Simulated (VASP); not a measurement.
# Cu (Fd-3m) in VASP: a series of runs

Cu is run at these levels: PBE; tasks: single point.

Program: VASP 6.6.1. These are calculated values, not measurements. Logs are shortened: lines on timing, memory, paths and dates and some standing lists are left out, and cuts for length are marked.

## Step 1: The cell of the first run

The structure is cubic, space group Fd-3m (No. 227). Conventional cell: a = 4.970 Å, b = 4.970 Å, c = 4.970 Å, α = 90.00°, β = 90.00°, γ = 90.00°. Cu (site symmetry -43m) has 4 Cu at 2.15 Å within 2.8 Å.

## Step 2: Single point, PBE (volume scaled by 0.8)

Contents of INCAR:

```
SYSTEM = Cu
ALGO = Normal
EDIFF = 1E-7
ENCUT = 520
GGA = PE
ISIF = 2
ISMEAR = -1
LASPH = .TRUE.
LCHARG = .FALSE.
LREAL = .FALSE.
LWAVE = .FALSE.
NBANDS = 18
NELM = 60
PREC = Accurate
SIGMA = 0.08
```

Contents of KPOINTS:

```
k-points
0
G
  13 13 13
  0 0 0
```

Contents of POSCAR:

```
Cu
1.0
    0.0000000000      2.4848677890      2.4848677890
    2.4848677890      0.0000000000      2.4848677890
    2.4848677890      2.4848677890      0.0000000000
Cu
2
Direct
   -0.1250000000     -0.1250000000     -0.1250000000
    0.1250000000      0.1250000000      0.1250000000
```

Potentials or basis: VASP PAW PBE potentials, release 64 (Cu).

The run is started by

```
cat potpaw_PBE.64/Cu/POTCAR > POTCAR
mpirun -np 1 vasp_std > vasp.out
```

OUTCAR:

```text
SYSTEM = Cu
   EDIFF = 1E-7
   ENCUT = 520
   GGA = PE
   ISIF = 2
   ISMEAR = -1
   LASPH = .TRUE.
   LREAL = .FALSE.
   NELM = 60
   PREC = Accurate

 ion  position               nearest neighbor table
   1  0.875  0.875  0.875-   2 2.15   2 2.15   2 2.15   2 2.15
   2  0.125  0.125  0.125-   1 2.15   1 2.15   1 2.15   1 2.15

  LATTYP: Found a face centered cubic cell.
 ALAT       =     4.9697355780

  Lattice vectors:

 A1 = (   0.0000000000,   2.4848677890,   2.4848677890)
 A2 = (   2.4848677890,   0.0000000000,   2.4848677890)
 A3 = (   2.4848677890,   2.4848677890,   0.0000000000)

Analysis of symmetry for initial positions (statically):
=====================================================================
 Subroutine PRICEL returns:
 Original cell was already a primitive cell.

 Routine SETGRP: Setting up the symmetry group for a
 face centered cubic supercell.

 Subroutine GETGRP returns: Found 48 space group operations
 (whereof 12 operations were pure point group operations)
 out of a pool of 48 trial point group operations.

The static configuration has the point symmetry D_3d.
 The point group associated with its full space group is O_h .

Analysis of symmetry for dynamics (positions and initial velocities):
=====================================================================
 Subroutine PRICEL returns:
 Original cell was already a primitive cell.

 Routine SETGRP: Setting up the symmetry group for a
 face centered cubic supercell.

 Subroutine GETGRP returns: Found 48 space group operations
 (whereof 12 operations were pure point group operations)
 out of a pool of 48 trial point group operations.

The dynamic configuration has the point symmetry D_3d.
 The point group associated with its full space group is O_h .

 Subroutine INISYM returns: Found 48 space group operations
 (whereof 12 operations are pure point group operations),
 and found     1 'primitive' translations

----------------------------------------------------------------------------------------

                                     Primitive cell

  volume of cell :      30.6860

  direct lattice vectors                    reciprocal lattice vectors
     0.000000000  2.484867789  2.484867789    -0.201217949  0.201217949  0.201217949
     2.484867789  0.000000000  2.484867789     0.201217949 -0.201217949  0.201217949
     2.484867789  2.484867789  0.000000000     0.201217949  0.201217949 -0.201217949

  length of vectors
     3.514133728  3.514133728  3.514133728     0.348519711  0.348519711  0.348519711
[... 74 lines left out ...]
   ICHARG =      2    charge: 1-file 2-atom 10-const
   ISPIN  =      1    spin polarized calculation?
   LNONCOLLINEAR =      F non collinear calculations
   LSORBIT =      F    spin-orbit coupling
   LASPH  =      T    aspherical Exc in radial PAW
   ENCUT  =  520.0 eV  38.22 Ry    6.18 a.u.   6.53  6.53  6.53*2*pi/ulx,y,z
   NELM   =     60;   NELMIN=  2; NELMDL= -5     # of ELM steps
   EDIFF  = 0.1E-06   stopping-criterion for ELM
   LREAL  =      F    real-space projection
   EDIFFG = 0.1E-05   stopping-criterion for IOM
   NSW    =      0    number of steps for IOM
   IBRION =     -1    ionic relax: 0-MD 1-quasi-New 2-CG
   NFREE  =      0    steps in history (QN), initial steepest desc. (CG)
   ISIF   =      2    stress and relaxation
   ISYM   =      2    0-nonsym 1-usesym 2-fastsym
   POTIM  = 0.5000    time-step for ionic-motion
   TEBEG  =    0.0;   TEEND  =   0.0 temperature during run
   PSTRESS=    0.0 pullay stress
   NELECT =      22.0000    total number of electrons
   NUPDOWN=      -1.0000    fix difference up-down
   EMIN   =  10.00;   EMAX   =-10.00  energy-range for DOS
   EFERMI =   0.00;   METHOD = LEGACY
   ISMEAR =    -1;   SIGMA  =   0.08  broadening in eV -4-tet -1-fermi 0-gaus
   EFERMI_NEDOS =   21; number of points for ismear=-14 and -15
   IALGO  =     38    algorithm
   IMIX   =      4    mixing-type and parameters
     AMIX     =   0.40;   BMIX     =  1.00
     AMIX_MAG =   1.60;   BMIX_MAG =  1.00
  volume/ion in A,a.u.               =      15.34       103.54
  Fermi-wavevector in a.u.,A,eV,Ry     =   1.465219  2.768862 29.209881  2.146866
  Thomas-Fermi vector in A             =   2.581102
   LORBIT       =      0    0 simple, 1 ext, 2 COOP (PROOUT), +10 PAW based schemes
   GGA     = PE    functional components
   LHFCALC =     F    Hartree Fock is set to
   AEXX    =    0.0000 exact exchange contribution
   IVDW    =     0    specifies the selected vdW correction
   LEPSILON=     F    determine dielectric tensor
   LRPA    =     F    only Hartree local field effects (RPA)
 non-spin polarized calculation
  energy-cutoff  :      520.00
  volume of cell :       30.69
 maximum number of plane-waves:       869
 NGX is ok and might be reduce to    28
   NGX = 13   NGY = 13   NGZ = 13

 number of electron      22.0000024 magnetization

 Free energy of the ion-electron system (eV)
  ---------------------------------------------------
  ext. energy  EPLUGINS =         0.00000000
  ---------------------------------------------------
  free energy    TOTEN  =        -4.98651480 eV

  energy without entropy =       -4.96991590  energy(sigma->0) =       -4.97821535

 E-fermi :   4.7511     XC(G=0): -10.9920

 val. band max:        4.7404025102   @ k =  -0.3077   0.3846   0.1538
 cond. band min:       4.7763715449   @ k =  -0.3846   0.3846   0.0769
 fundamental gap:      0.0359690347
 Fermi energy:         4.7511399008

 k-point     1 :       0.0000    0.0000    0.0000
  band No.  band energies     occupation
      1      -2.7799      2.00000
      2       0.9708      2.00000
      3       0.9708      2.00000
      4       0.9972      2.00000
      5       0.9972      2.00000
      6       0.9972      2.00000
[... 481 lines left out ...]
      5       1.2924      2.00000
      6       1.4147      2.00000
[... 10 lines left out ...]
     17      19.7431      0.00000
     18      21.1402      0.00000

 [... further k-points ...]
[... 5 lines left out ...]
  --------------------------------------------------------------------------------------
  -------------------------------------------------------------------------------------
  Total        4.1053337      4.1053337      4.1053337     -0.0000000     -0.0000000      0.0000000
  in kB      214.3478771    214.3478771    214.3478771     -0.0000000     -0.0000000      0.0000000
  external PRESSURE =     214.3478771 kB  Pullay stress =       0.0000000 kB

 VOLUME and BASIS-vectors are now :
 -----------------------------------------------------------------------------
  energy-cutoff  :      520.00
  volume of cell :       30.69
      direct lattice vectors                 reciprocal lattice vectors
     0.000000000  2.484867789  2.484867789    -0.201217949  0.201217949  0.201217949
     2.484867789  0.000000000  2.484867789     0.201217949 -0.201217949  0.201217949
     2.484867789  2.484867789  0.000000000     0.201217949  0.201217949 -0.201217949

 POSITION                                       TOTAL-FORCE (eV/Angst)
 -----------------------------------------------------------------------------------
      4.34852      4.34852      4.34852        -0.000000      0.000000      0.000000
      0.62122      0.62122      0.62122         0.000000     -0.000000     -0.000000
 -----------------------------------------------------------------------------------
    total drift:                                0.000000      0.000000     -0.000000

  FREE ENERGIE OF THE ION-ELECTRON SYSTEM (eV)
  ---------------------------------------------------
  free  energy   TOTEN  =        -4.9865148027 eV

  energy  without entropy=       -4.9699158994  energy(sigma->0) =       -4.97821535
```

stdout:

```text
POSCAR found type information on POSCAR Cu
 POSCAR found :  1 types and       2 ions
 scaLAPACK will be used
 LDA part: xc-table for (Slater+PW92), standard interpolation
 POSCAR, INCAR and KPOINTS ok, starting setup
 FFT: planning ... GRIDC
 FFT: planning ... GRID_SOFT
 FFT: planning ... GRID
 WAVECAR not read
 entering main loop
```

It took 49 s on 1 thread of AMD EPYC 7R43 (Zen 3), shared host; peak memory 0.14 GiB.

What came out:

```
Free energy            : -4.9865 eV
Pressure               : 21.4 GPa
Band gap on the k mesh : zero (band 11 reaches 5.35 eV, above the bottom of band 12 at 4.49 eV)
```

Levels at points of the mesh, in eV from the Fermi level:
| k point | band 9 | band 10 | band 11 | band 12 | band 13 | band 14 |
| --- | --- | --- | --- | --- | --- | --- |
| (0.00, 0.00, 0.00) | -2.31 | -1.39 | -1.39 | 11.44 | 11.44 | 11.44 |

## Step 3: Single point, PBE (volume scaled by 0.8)

Contents of INCAR:

```
PREC = Accurate
ENCUT = 520
EDIFF = 1E-6
ISMEAR = -1
SIGMA = 0.08
LREAL = F
LASPH = T
NELM = 80
ALGO = Normal
ISIF = 2
LWAVE = F
LCHARG = T
GGA = PE
LELF = T
LVHAR = T
NBANDS = 18
```

Contents of KPOINTS:

```
regular mesh
0
Gamma
  13 13 13
```

POSCAR is that of step 2.

Potentials or basis: VASP PAW PBE potentials, release 64 (Cu).

The run is started by

```
cat potpaw_PBE.64/Cu/POTCAR > POTCAR
mpirun -np 1 vasp_std > vasp.out
```

It took 42 s on 1 thread of AMD EPYC 7R43 (Zen 3), shared host; peak memory 0.14 GiB.

Results (log left out):

```yaml
Free_energy: -4.9865 eV
Pressure: 21.2 GPa
Band_gap_on_the_k_mesh: zero (band 11 reaches 5.35 eV, above the bottom of band 12 at 4.49 eV)
```

Levels at points of the mesh, in eV from the Fermi level:
```
           k point  band 8  band 9  band 10  band 11  band 12  band 13  band 14  band 15
(0.00, 0.00, 0.00)   -2.31   -2.31    -1.38    -1.38    11.44    11.44    11.44    12.09
```
